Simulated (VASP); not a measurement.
CdSe:

```xyz
4
Lattice="4.3461 0.0000 0.0000 -2.1730 3.7638 0.0000 0.0000 0.0000 7.0898" Properties=species:S:1:pos:R:3 pbc="T T T"
Cd    2.1730    1.2546    3.5446
Cd    0.0000    2.5092    7.0895
Se    2.1730    1.2546    6.2100
Se    0.0000    2.5092    2.6651
```

```yaml
Program: VASP 6.6.1
Task: relaxation of cell and atoms
Functional: PBE
Potentials_or_basis: VASP PAW PBE potentials, release 64 (Cd, Se)
Cutoff: 600 eV
k_mesh: 6 × 6 × 4
Occupations: gaussian, width 0.02 eV
Spin: no spin polarisation
```

At the start: pressure 1.5 GPa; volume 28.99 Å³/atom.

Q: Where does the relaxation end?

A: Over 3 steps the energy falls by 4.0 meV/atom and the volume is 29.90 Å³/atom (+3.1 %); space group P6_3mc (No. 186, to 0.1 Å) before and after.

Step by step:
```tsv
step	energy change (eV)	largest force (eV/Å)	pressure (GPa)	volume (Å³)
1	0.0000	0.0065	1.47	115.97
2	-0.0152	0.0003	-0.34	120.50
3	-0.0161	0.0012	0.00	119.58
```

Final structure:
```yaml
crystal:
  lattice:
    - [4.39084, 0.00000, 0.00000]
    - [-2.19542, 3.80258, 0.00000]
    - [0.00000, 0.00000, 7.16212]
  atoms:
    - { symbol: Cd, position: [0.66667, 0.33333, 0.49999] }
    - { symbol: Cd, position: [0.33333, 0.66667, 0.99999] }
    - { symbol: Se, position: [0.66667, 0.33333, 0.87587] }
    - { symbol: Se, position: [0.33333, 0.66667, 0.37587] }
```
